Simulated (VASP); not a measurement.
# Sn (I4/mmm) in VASP: notebook

The runs below take Sn through single point, with PBEsol.

All numbers are computed with VASP 6.6.1; they aren't measurements. Logs are shortened: lines on timing, memory, paths and dates and some standing lists are left out, and cuts for length are marked.

## 1. The cell of the first run

The typed cell holds 1 atom: a = 3.376 Å, b = 3.376 Å, c = 3.376 Å, α = 120.00°, β = 120.00°, γ = 90.01°.

This isn't the form of Sn at room conditions, which is tetragonal (white tin).

## 2. Single point, PBEsol

Contents of INCAR:

```
SYSTEM = Sn
ALGO     = Fast           ! electronic algorithm
EDIFF    = 1E-6           ! SCF threshold, eV
ENCUT    = 520            ! plane-wave cutoff, eV
GGA      = PS             ! functional
ISIF     = 2              ! what is computed and relaxed
ISMEAR   = 0              ! smearing method
LASPH    = .True.         ! aspherical terms in the spheres
LCHARG   = .False.        ! write CHGCAR
LREAL    = .False.        ! projectors in reciprocal space
LWAVE    = .False.        ! write WAVECAR
NBANDS   = 13             ! bands
NELM     = 100            ! most SCF steps
PREC     = Accurate       ! precision mode
SIGMA    = 0.15           ! smearing width, eV
```

Contents of KPOINTS:

```
k-points
0
Gamma
  20 20 20
  0 0 0
```

Contents of POSCAR:

```
Sn
1.0
   -1.6880278518      1.6880278518      2.3868713825
    1.6880278518     -1.6880278518      2.3868713825
    1.6880278518      1.6880278518     -2.3868713825
Sn
1
Direct
    0.0000000000      0.0000000000      0.0000000000
```

Potentials or basis: VASP PAW PBE potentials, release 64 (Sn_d).

Run with:

```sh
$ cat potpaw_PBE.64/Sn_d/POTCAR > POTCAR
$ mpirun -np 1 vasp_std > vasp.out
```

OUTCAR:

```text
SYSTEM = Sn
   EDIFF = 1E-6
   ENCUT = 520
   GGA = PS
   ISIF = 2
   ISMEAR = 0
   LASPH = .True.
   LREAL = .False.
   NELM = 100
   PREC = Accurate

 ion  position               nearest neighbor table
   1  0.000  0.000  0.000-

  LATTYP: Found a body centered tetragonal cell.
 ALAT       =     3.3760557036
 C/A-ratio  =     1.4140000000

  Lattice vectors:

 A1 = (  -1.6880278518,   1.6880278518,   2.3868713825)
 A2 = (   1.6880278518,  -1.6880278518,   2.3868713825)
 A3 = (   1.6880278518,   1.6880278518,  -2.3868713825)

Analysis of symmetry for initial positions (statically):
=====================================================================
 Subroutine PRICEL returns:
 Original cell was already a primitive cell.

 Routine SETGRP: Setting up the symmetry group for a
 body centered tetragonal supercell.

 Subroutine GETGRP returns: Found 16 space group operations
 (whereof 16 operations were pure point group operations)
 out of a pool of 16 trial point group operations.

The static configuration has the point symmetry D_4h.

Analysis of symmetry for dynamics (positions and initial velocities):
=====================================================================
 Subroutine PRICEL returns:
 Original cell was already a primitive cell.

 Routine SETGRP: Setting up the symmetry group for a
 body centered tetragonal supercell.

 Subroutine GETGRP returns: Found 16 space group operations
 (whereof 16 operations were pure point group operations)
 out of a pool of 16 trial point group operations.

The dynamic configuration has the point symmetry D_4h.

 Subroutine INISYM returns: Found 16 space group operations
 (whereof 16 operations are pure point group operations),
 and found     1 'primitive' translations

----------------------------------------------------------------------------------------

                                     Primitive cell

  volume of cell :      27.2050

  direct lattice vectors                    reciprocal lattice vectors
    -1.688027852  1.688027852  2.386871382     0.000000000  0.296203643  0.209479239
     1.688027852 -1.688027852  2.386871382     0.296203643  0.000000000  0.209479239
     1.688027852  1.688027852 -2.386871382     0.296203643  0.296203643  0.000000000

  length of vectors
     3.375800802  3.375800802  3.375800802     0.362792158  0.362792158  0.418895210

  position of ions in fractional coordinates (direct lattice)
     0.000000000  0.000000000  0.000000000

  ion indices of the primitive-cell ions
   primitive index   ion index
                 1           1

----------------------------------------------------------------------------------------

 KPOINTS: k-points

Automatic generation of k-mesh.
 Grid dimensions read from file:
 generate k-points for:   20   20   20

 Generating k-lattice:

  Cartesian coordinates                     Fractional coordinates (reciprocal lattice)
     0.000000000  0.014810182  0.010473962     0.050000000  0.000000000  0.000000000
     0.014810182  0.000000000  0.010473962     0.000000000  0.050000000  0.000000000
     0.014810182  0.014810182  0.000000000     0.000000000  0.000000000  0.050000000

  Length of vectors
     0.018139608  0.018139608  0.020944760

  Shift w.r.t. Gamma in fractional coordinates (k-lattice)
     0.000000000  0.000000000  0.000000000

 Subroutine IBZKPT returns following result:
 ===========================================

 Found    641 irreducible k-points:

 Following reciprocal coordinates:
            Coordinates               Weight
  0.000000  0.000000  0.000000      1.000000
  0.050000 -0.000000  0.000000      8.000000
  0.100000 -0.000000  0.000000      8.000000
  0.150000  0.000000  0.000000      8.000000
  0.200000 -0.000000  0.000000      8.000000
  0.250000 -0.000000  0.000000      8.000000
[... 16 lines left out ...]
 -0.400000  0.050000  0.000000     16.000000
 -0.350000  0.050000 -0.000000     16.000000
 [... further k-points ...]
   k-points           NKPTS =    641   k-points in BZ     NKDIM =    641   number of bands    NBANDS=     13
   number of dos      NEDOS =    301   number of ions     NIONS =      1
   total plane-waves  NPLWV =  21952
   dimension x,y,z NGX =    28 NGY =   28 NGZ =   28
   dimension x,y,z NGXF=    56 NGYF=   56 NGZF=   56
   ions per type =               1
   NGX,Y,Z   is equivalent  to a cutoff of  13.79, 13.79, 13.79 a.u.
   NGXF,Y,Z  is equivalent  to a cutoff of  27.58, 27.58, 27.58 a.u.
 SYSTEM =  Sn
   PREC   = accura    normal or accurate (medium, high low for compatibility)
   ISTART =      0    job   : 0-new  1-cont  2-samecut
   ICHARG =      2    charge: 1-file 2-atom 10-const
   ISPIN  =      1    spin polarized calculation?
   LNONCOLLINEAR =      F non collinear calculations
   LSORBIT =      F    spin-orbit coupling
   LASPH  =      T    aspherical Exc in radial PAW
   ENCUT  =  520.0 eV  38.22 Ry    6.18 a.u.   6.28  6.28  6.28*2*pi/ulx,y,z
   NELM   =    100;   NELMIN=  2; NELMDL= -5     # of ELM steps
   EDIFF  = 0.1E-05   stopping-criterion for ELM
   LREAL  =      F    real-space projection
[... 7 lines left out ...]
   TEBEG  =    0.0;   TEEND  =   0.0 temperature during run
   PSTRESS=    0.0 pullay stress
   NELECT =      14.0000    total number of electrons
   NUPDOWN=      -1.0000    fix difference up-down
   EMIN   =  10.00;   EMAX   =-10.00  energy-range for DOS
   EFERMI =   0.00;   METHOD = LEGACY
   ISMEAR =     0;   SIGMA  =   0.15  broadening in eV -4-tet -1-fermi 0-gaus
   EFERMI_NEDOS =   21; number of points for ismear=-14 and -15
   IALGO  =     68    algorithm
   IMIX   =      4    mixing-type and parameters
     AMIX     =   0.40;   BMIX     =  1.00
     AMIX_MAG =   1.60;   BMIX_MAG =  1.00
  volume/ion in A,a.u.               =      27.20       183.59
  Fermi-wavevector in a.u.,A,eV,Ry     =   1.311902  2.479136 23.416813  1.721087
  Thomas-Fermi vector in A             =   2.442332
   LORBIT       =      0    0 simple, 1 ext, 2 COOP (PROOUT), +10 PAW based schemes
   GGA     = PS    functional components
   LHFCALC =     F    Hartree Fock is set to
   AEXX    =    0.0000 exact exchange contribution
   IVDW    =     0    specifies the selected vdW correction
   LEPSILON=     F    determine dielectric tensor
   LRPA    =     F    only Hartree local field effects (RPA)
 non-spin polarized calculation
 RMM-DIIS sequential band-by-band and
 Gauss-broadening in eV      SIGMA  =   0.15
  energy-cutoff  :      520.00
  volume of cell :       27.20
 maximum number of plane-waves:       754
 NGX is ok and might be reduce to    28
   NGX = 13   NGY = 13   NGZ = 13

 number of electron      14.0000004 magnetization

 Free energy of the ion-electron system (eV)
  ---------------------------------------------------
  ext. energy  EPLUGINS =         0.00000000
  ---------------------------------------------------
  free energy    TOTEN  =        -4.23296130 eV

  energy without entropy =       -4.22612490  energy(sigma->0) =       -4.22954310

 E-fermi :   7.9879     XC(G=0): -10.4975

 val. band max:        7.9852614459   @ k =  -0.3000   0.0500  -0.0000
 cond. band min:       8.0301254970   @ k =   0.2500   0.2500   0.0000
 fundamental gap:      0.0448640511
 Fermi energy:         7.9878802086

 k-point     1 :       0.0000    0.0000    0.0000
  band No.  band energies     occupation
      1     -13.4782      2.00000
      2     -13.4782      2.00000
      3     -13.4781      2.00000
      4     -13.3999      2.00000
      5     -13.3998      2.00000
      6      -3.1749      2.00000
      7      15.6457      0.00000
      8      15.6459      0.00000
      9      15.6460      0.00000
     10      18.5878      0.00000
     11      19.8117      0.00000
     12      19.8117      0.00000
     13      19.8124      0.00000

 k-point     2 :       0.0500   -0.0000    0.0000
  band No.  band energies     occupation
      1     -13.4780      2.00000
      2     -13.4760      2.00000
      3     -13.4760      2.00000
      4     -13.4001      2.00000
      5     -13.4000      2.00000
      6      -3.1234      2.00000
      7      15.0382      0.00000
      8      15.5610      0.00000
      9      15.5611      0.00000
     10      18.2311      0.00000
     11      19.9576      0.00000
     12      19.9580      0.00000
     13      20.6362      0.00000

 k-point     3 :       0.1000   -0.0000    0.0000
  band No.  band energies     occupation
      1     -13.4775      2.00000
      2     -13.4703      2.00000
      3     -13.4702      2.00000
      4     -13.3999      2.00000
      5     -13.3998      2.00000
      6      -2.9690      2.00000
      7      13.6737      0.00000
      8      15.3404      0.00000
      9      15.3406      0.00000
     10      17.9363      0.00000
     11      20.3450      0.00000
     12      20.3453      0.00000
     13      21.5664      0.00000

 k-point     4 :       0.1500    0.0000    0.0000
  band No.  band energies     occupation
      1     -13.4770      2.00000
      2     -13.4633      2.00000
      3     -13.4632      2.00000
      4     -13.3977      2.00000
      5     -13.3976      2.00000
      6      -2.7113      2.00000
      7      12.0913      0.00000
      8      15.0502      0.00000
      9      15.0509      0.00000
     10      17.7539      0.00000
     11      20.7782      0.00000
     12      20.7792      0.00000
     13      21.6399      0.00000

 k-point     5 :       0.2000   -0.0000    0.0000
  band No.  band energies     occupation
      1     -13.4765      2.00000
      2     -13.4584      2.00000
      3     -13.4583      2.00000
      4     -13.3908      2.00000
      5     -13.3907      2.00000
      6      -2.3505      2.00000
      7      10.4905      0.00000
      8      14.7449      0.00000
      9      14.7460      0.00000
     10      17.6277      0.00000
     11      20.6508      0.00000
     12      20.6539      0.00000
     13      21.0408      0.00000
[... 257 lines left out ...]
 k-point    22 :      -0.4500    0.0500   -0.0000
  band No.  band energies     occupation
      1     -13.4771      2.00000
      2     -13.4691      2.00000
      3     -13.4655      2.00000
      4     -13.3337      2.00000
      5     -13.3241      2.00000
      6       0.5882      2.00000
      7       4.1767      2.00000
      8      13.4742      0.00000
      9      13.4891      0.00000
     10      17.1846      0.00000
     11      18.6968      0.00000
     12      19.1139      0.00000
     13      19.5827      0.00000

 k-point    23 :      -0.4000    0.0500    0.0000
  band No.  band energies     occupation
      1     -13.4775      2.00000
      2     -13.4660      2.00000
      3     -13.4623      2.00000
      4     -13.3459      2.00000
      5     -13.3321      2.00000
      6      -0.1481      2.00000
      7       5.2926      2.00000
      8      13.4728      0.00000
      9      13.7266      0.00000
     10      17.2434      0.00000
     11      18.7596      0.00000
     12      19.4495      0.00000
     13      19.8240      0.00000

 k-point    24 :      -0.3500    0.0500   -0.0000
  band No.  band energies     occupation
      1     -13.4778      2.00000
      2     -13.4620      2.00000
      3     -13.4583      2.00000
      4     -13.3613      2.00000
      5     -13.3446      2.00000
      6      -0.8529      2.00000
      7       6.5802      2.00000
      8      13.5488      0.00000
      9      14.0045      0.00000
     10      17.3799      0.00000
     11      18.8484      0.00000
     12      19.8879      0.00000
     13      20.2221      0.00000

 [... further k-points ...]

------------------------ aborting loop because EDIFF is reached ----------------------------------------

  FORCE on cell =-STRESS in cart. coord.  units (eV):
  Direction    XX          YY          ZZ          XY          YZ          ZX
  --------------------------------------------------------------------------------------
  -------------------------------------------------------------------------------------
  Total       -0.2278312     -0.2278312     -0.2280225      0.0000000     -0.0000000      0.0000000
  in kB      -13.4176214    -13.4176214    -13.4288861      0.0000000     -0.0000000      0.0000000
  external PRESSURE =     -13.4213763 kB  Pullay stress =       0.0000000 kB

 VOLUME and BASIS-vectors are now :
 -----------------------------------------------------------------------------
  energy-cutoff  :      520.00
  volume of cell :       27.20
      direct lattice vectors                 reciprocal lattice vectors
    -1.688027852  1.688027852  2.386871382     0.000000000  0.296203643  0.209479239
     1.688027852 -1.688027852  2.386871382     0.296203643  0.000000000  0.209479239
     1.688027852  1.688027852 -2.386871382     0.296203643  0.296203643  0.000000000

 POSITION                                       TOTAL-FORCE (eV/Angst)
 -----------------------------------------------------------------------------------
      0.00000      0.00000      0.00000         0.000000      0.000000     -0.000000
 -----------------------------------------------------------------------------------
    total drift:                                0.000000     -0.000000     -0.000000

  FREE ENERGIE OF THE ION-ELECTRON SYSTEM (eV)
  ---------------------------------------------------
  free  energy   TOTEN  =        -4.2329612975 eV

  energy  without entropy=       -4.2261248973  energy(sigma->0) =       -4.22954310
```

Wall time 3.4 min (1 thread of Intel Xeon Platinum 8488C (Sapphire Rapids), shared host); peak memory 0.32 GiB.

What came out:

- Free energy: -4.2330 eV
- Pressure: -1.3 GPa
- Band gap on the k mesh: zero (bands 7 and 8 overlap by 9.65 eV)

Caveat: the PAW data sets were made with another functional, which shifts forces and pressure a little; spin-orbit coupling is left out, which moves the levels of the heavy elements.

## 3. Single point, PBEsol

Contents of INCAR:

```
SYSTEM = Sn
PREC = Accurate ; ENCUT = 520
EDIFF = 1E-7 ; ISMEAR = 0
SIGMA = 0.15 ; LREAL = .False.
LASPH = .True. ; NELM = 60
ALGO = Fast ; ISIF = 2
LWAVE = .False. ; LCHARG = .False.
GGA = PS ; NBANDS = 13
```

Contents of KPOINTS:

```
Automatic mesh
0
Gamma
  20 20 20
  0 0 0
```

Contents of POSCAR:

```
Sn
1.0
   -1.6551308167      1.6551308167      2.4826962251
    1.6551308167     -1.6551308167      2.4826962251
    1.6551308167      1.6551308167     -2.4826962251
Sn
1
Direct
    0.0000000000      0.0000000000      0.0000000000
```

Potentials or basis: VASP PAW PBE potentials, release 64 (Sn_d).

Run with:

```sh
$ cat potpaw_PBE.64/Sn_d/POTCAR > POTCAR
$ mpirun -np 1 vasp_std > vasp.out
```

Wall time 2.4 min (1 thread of Intel Xeon Platinum 8488C (Sapphire Rapids), shared host); peak memory 0.32 GiB.

Results (log left out):

```yaml
Free_energy: -4.2340 eV
Pressure: -1.4 GPa
Band_gap_on_the_k_mesh: zero (bands 7 and 8 overlap by 9.87 eV)
```

Stress tensor (GPa, compression positive):
```
-1.42  0.00  0.00
 0.00 -1.42  0.00
 0.00  0.00 -1.52
```

Levels at points of the mesh, in eV from the Fermi level:
```csv
k point,band 4,band 5,band 6,band 7,band 8,band 9,band 10,band 11
"(0.00, 0.00, 0.00)",-21.42,-21.38,-11.17,7.63,7.63,7.69,10.63,11.67
"(0.50, 0.00, 0.00)",-21.33,-21.31,-6.83,-4.66,5.16,6.27,9.45,10.08
"(0.50, 0.50, 0.00)",-21.32,-21.28,-4.64,-3.48,1.58,2.00,5.08,5.59
"(0.50, 0.50, 0.50)",-21.31,-21.31,-5.52,-3.98,2.55,2.55,5.96,6.18
```

Caveat: the PAW data sets were made with another functional, which shifts forces and pressure a little; spin-orbit coupling is left out, which moves the levels of the heavy elements.

The gap in the log of VASP goes by the Fermi energy; the results here count the filled bands.